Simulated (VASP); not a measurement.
A run of VASP 6.6.1 is set up as follows.

The input INCAR:

```
SYSTEM = Ba
PREC = Accurate
ENCUT = 520
EDIFF = 1E-6
ISMEAR = -1
SIGMA = 0.1
LREAL = .False.
LASPH = .True.
NELM = 60
ALGO = Normal
ISIF = 2
LWAVE = .False.
LCHARG = .False.
NBANDS = 17
```

File KPOINTS:

```
Automatic mesh
0
Gamma
  10 10 7
  0 0 0
```

The input POSCAR:

```
Ba
1.0
   -3.7149930176      3.7148580609      2.0266411513
    3.7148580609     -3.7149930176      2.0266411513
    3.7200347595      3.7200347595     -2.0268883247
Ba
2
Direct
    0.9999764408      0.0000235592      1.0000000000
    0.7500235592      0.2499764408      0.5000000000
```

Potentials or basis: VASP PAW LDA potentials, release 64 (Ba_sv).

Launch:

```sh
$ cat potpaw_LDA.64/Ba_sv/POTCAR > POTCAR
$ mpirun -np 1 vasp_std > vasp.out
```

(1) Estimate the pressure.

(2) Estimate the band gap on the k mesh.

Answers

(1) -0.8 GPa.

(2) zero (bands 10 and 11 overlap by 0.26 eV).

Caveat: spin-orbit coupling is left out, which moves the levels of the heavy elements.
